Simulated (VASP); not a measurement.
Runs of VASP 6.6.1 on MgO. The structure is that of space group P6_3/mmc (No. 194), or close to it. The cells are those of the table. 

```csv
cell,gap on the mesh (eV),pressure (GPa)
"a = 3.447, b = 3.447, c = 4.425 Å, angles 90.0, 90.0, 120.0°, 4 atoms",(a),(c)
"a = 3.409, b = 3.409, c = 4.306 Å, angles 90.0, 90.0, 120.0°, 4 atoms",3.46,6.6
"a = 3.655, b = 3.655, c = 4.061 Å, angles 90.0, 90.0, 120.0°, 4 atoms",3.23,(b)
"a = 3.540, b = 3.540, c = 4.127 Å, angles 90.0, 90.0, 120.0°, 4 atoms",3.38,1.9
"a = 3.500, b = 3.500, c = 4.565 Å, angles 90.0, 90.0, 120.0°, 4 atoms",2.83,-6.3
```

Alike in all rows: task single point; level PBE; potentials or basis VASP PAW PBE potentials, release 64 (Mg, O); no spin polarisation; k mesh 9 × 9 × 6; cutoff (eV) 520; smearing gaussian 0.05 eV.

Problem. Fill in the values left out.

Solution. (a) 3.18; (b) -2.3; (c) 0.2.

